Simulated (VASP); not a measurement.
# Ba3Bi2 (P-4m2) in VASP: further runs, part 2 of 2

VASP 6.6.1.

**3. Single point, PBE**

This run uses another cell than the first one: it holds 10 atoms, not 5.

The input, INCAR:

```
SYSTEM = Ba3Bi2
ALGO = Fast ; EDIFF = 1E-7
ENCUT = 520 ; GGA = PE
ISIF = 2 ; ISMEAR = 0
LASPH = .True. ; LCHARG = .True.
LELF = .True. ; LREAL = .False.
LVHAR = .True. ; LWAVE = .False.
NBANDS = 71 ; NELM = 80
PREC = Accurate ; SIGMA = 0.2
```

The input, KPOINTS:

```
k-points
0
Gamma
  4 4 1
  0 0 0
```

The input, POSCAR:

```
Ba3Bi2
1.0
    5.0215976464      0.0000000000      0.0000000000
    0.0000000000      5.0215976464      0.0000000000
    0.0000000000      0.0000000000     19.2748407544
Ba Bi
6 4
Direct
    1.0000000000      0.5000000000      0.1795918903
    0.0000000000      0.5000000000      0.6795918903
    0.5000000000      0.0000000000      0.3204081097
    0.5000000000      0.0000000000      0.8204081097
    0.5000000000      0.5000000000      0.0000000000
    0.5000000000      0.5000000000      0.5000000000
    0.5000000000      0.0000000000      0.1321608695
    0.5000000000      0.0000000000      0.6321608695
    0.0000000000      0.5000000000      0.3678391305
    0.0000000000      0.5000000000      0.8678391305
```

Potentials or basis: VASP PAW PBE potentials, release 64 (Ba_sv, Bi_d).

On the command line:

```bash
$ cat potpaw_PBE.64/Ba_sv/POTCAR potpaw_PBE.64/Bi_d/POTCAR > POTCAR
$ mpirun -np 1 vasp_std > vasp.out
```

OUTCAR:

```text
SYSTEM = Ba3Bi2
   EDIFF = 1E-7
   ENCUT = 520
   GGA = PE
   ISIF = 2
   ISMEAR = 0
   LASPH = .True.
   LREAL = .False.
   NELM = 80
   PREC = Accurate

 ion  position               nearest neighbor table
   1  0.000  0.500  0.180-   9 3.63   7 3.67   7 3.67   7 3.67   7 3.67   5 4.28   5 4.28   3 4.47
                             3 4.47   3 4.47   3 4.47
   2  0.000  0.500  0.680-  10 3.63   8 3.67   8 3.67   8 3.67   8 3.67   6 4.28   6 4.28   4 4.47
                             4 4.47   4 4.47   4 4.47
   3  0.500  0.000  0.320-   7 3.63   9 3.67   9 3.67   9 3.67   9 3.67   6 4.28   6 4.28   1 4.47
                             1 4.47   1 4.47   1 4.47
   4  0.500  0.000  0.820-   8 3.63  10 3.67  10 3.67  10 3.67  10 3.67   5 4.28   5 4.28   2 4.47
                             2 4.47   2 4.47   2 4.47
   5  0.500  0.500  0.000-   7 3.58  10 3.58   7 3.58  10 3.58   4 4.28   1 4.28   1 4.28   4 4.28
[... 14 lines left out ...]
 A1 = (   5.0215976464,   0.0000000000,   0.0000000000)
 A2 = (   0.0000000000,   5.0215976464,   0.0000000000)
 A3 = (   0.0000000000,   0.0000000000,  19.2748407544)

Analysis of symmetry for initial positions (statically):
=====================================================================
[... 631 lines left out ...]
     70       5.1987      0.00000
     71       6.2544      0.00000

------------------------ aborting loop because EDIFF is reached ----------------------------------------

  FORCE on cell =-STRESS in cart. coord.  units (eV):
  Direction    XX          YY          ZZ          XY          YZ          ZX
  --------------------------------------------------------------------------------------
  -------------------------------------------------------------------------------------
  Total        0.6838083      0.6838083      0.6254943      0.0000000      0.0000000      0.0000000
  in kB        2.2540851      2.2540851      2.0618607      0.0000000      0.0000000      0.0000000
  external PRESSURE =       2.1900103 kB  Pullay stress =       0.0000000 kB

 VOLUME and BASIS-vectors are now :
 -----------------------------------------------------------------------------
  energy-cutoff  :      520.00
  volume of cell :      486.04
      direct lattice vectors                 reciprocal lattice vectors
     5.021597646  0.000000000  0.000000000     0.199139810  0.000000000  0.000000000
     0.000000000  5.021597646  0.000000000     0.000000000  0.199139810  0.000000000
     0.000000000  0.000000000 19.274840754     0.000000000  0.000000000  0.051881103

 POSITION                                       TOTAL-FORCE (eV/Angst)
 -----------------------------------------------------------------------------------
      0.00000      2.51080      3.46161         0.000000      0.000000     -0.001924
      0.00000      2.51080     13.09903         0.000000      0.000000     -0.001924
      2.51080      0.00000      6.17582         0.000000      0.000000      0.001924
      2.51080      0.00000     15.81324         0.000000      0.000000      0.001924
      2.51080      2.51080      0.00000         0.000000     -0.000000     -0.000000
      2.51080      2.51080      9.63742        -0.000000      0.000000     -0.000000
      2.51080      0.00000      2.54738        -0.000000     -0.000000     -0.007157
      2.51080      0.00000     12.18480        -0.000000      0.000000     -0.007157
      0.00000      2.51080      7.09004         0.000000     -0.000000      0.007157
      0.00000      2.51080     16.72746         0.000000     -0.000000      0.007157
 -----------------------------------------------------------------------------------
    total drift:                               -0.000000      0.000000      0.000000

  FREE ENERGIE OF THE ION-ELECTRON SYSTEM (eV)
  ---------------------------------------------------
  free  energy   TOTEN  =       -35.6913551585 eV

  energy  without entropy=      -35.6638846840  energy(sigma->0) =      -35.67761992
```

OSZICAR:

```text
N       E                     dE             d eps       ncg     rms          rms(c)
DAV:   1     0.128482927944E+04    0.12848E+04   -0.54927E+04   892   0.159E+03
DAV:   2     0.114183089180E+03   -0.11706E+04   -0.11467E+04  1002   0.404E+02
DAV:   3    -0.278184927870E+02   -0.14200E+03   -0.13947E+03  1066   0.166E+02
[... 16 lines left out ...]
RMM:  20    -0.356913543474E+02   -0.13447E-05   -0.62555E-06  1303   0.725E-03    0.324E-03
RMM:  21    -0.356913549119E+02   -0.56449E-06   -0.25833E-06  1147   0.505E-03    0.108E-03
RMM:  22    -0.356913552785E+02   -0.36655E-06   -0.15320E-06  1009   0.362E-03    0.107E-03
RMM:  23    -0.356913551349E+02    0.14356E-06   -0.44433E-07   809   0.259E-03    0.494E-04
RMM:  24    -0.356913551585E+02   -0.23614E-07   -0.31871E-07   698   0.173E-03
   1 F= -.35691355E+02 E0= -.35677620E+02  d E =-.274705E-01
```

stdout:

```text
POSCAR found type information on POSCAR BaBi
 POSCAR found :  2 types and      10 ions
 scaLAPACK will be used
 LDA part: xc-table for (Slater+PW92), standard interpolation
 POSCAR, INCAR and KPOINTS ok, starting setup
 FFT: planning ... GRIDC
 FFT: planning ... GRID_SOFT
 FFT: planning ... GRID
 WAVECAR not read
 entering main loop
WARNING in EDDRMM: call to ZHEGV failed, returncode =   8  4     49
WARNING in EDDRMM: call to ZHEGV failed, returncode =   6  3     51
 num prob  num prob  num prob  num prob  num prob  num prob  num prob RMM:  21    -0.356913549119E+02   -0.56449E-06   -0.25833E-06  1147   0.505E-03    0.108E-03
 num prob  num prob  num prob  num prob  num prob  num prob  num prob  num prob  num prob  num prob RMM:  22    -0.356913552785E+02   -0.36655E-06   -0.15320E-06  1009   0.362E-03    0.107E-03
 num prob  num prob  num prob  num prob  num prob  num prob  num prob  num prob  num prob  num prob  num prob  num prob  num prob  num prob  num prob  num prob  num prob  num prob  num prob  num prob  num prob  num prob  num prob  num prob  num prob  num prob  num prob  num prob  num prob  num prob RMM:  23    -0.356913551349E+02    0.14356E-06   -0.44433E-07   809   0.259E-03    0.494E-04
 num prob  num prob  num prob  num prob  num prob  num prob  num prob  num prob WARNING in EDDRMM: call to ZHEGV failed, returncode =   8  4     54
 num prob  num prob  num prob  num prob  num prob  num prob  num prob  num prob  num prob  num prob  num prob  num prob  num prob WARNING in EDDRMM: call to ZHEGV failed, returncode =   6  3     50
 num prob  num prob  num prob  num prob  num prob  num prob  num prob RMM:  24    -0.356913551585E+02   -0.23614E-07   -0.31871E-07   698   0.173E-03
```

Wall time 6.8 min (1 thread of Intel Xeon 6975P-C (Granite Rapids), shared host); peak memory 0.6 GiB.

Results:

| Quantity | Value |
| --- | --- |
| Free energy | -35.6914 eV |
| Pressure | 0.2 GPa |
| Largest force | 0.007 eV/Å |

Forces in eV/Å, atoms in the order of the input:
```
Ba   0.000  0.000 -0.002
Ba   0.000  0.000 -0.002
Ba   0.000  0.000  0.002
Ba   0.000  0.000  0.002
Ba   0.000  0.000  0.000
Ba   0.000  0.000  0.000
Bi   0.000  0.000 -0.007
Bi   0.000  0.000 -0.007
Bi   0.000  0.000  0.007
Bi   0.000  0.000  0.007
```
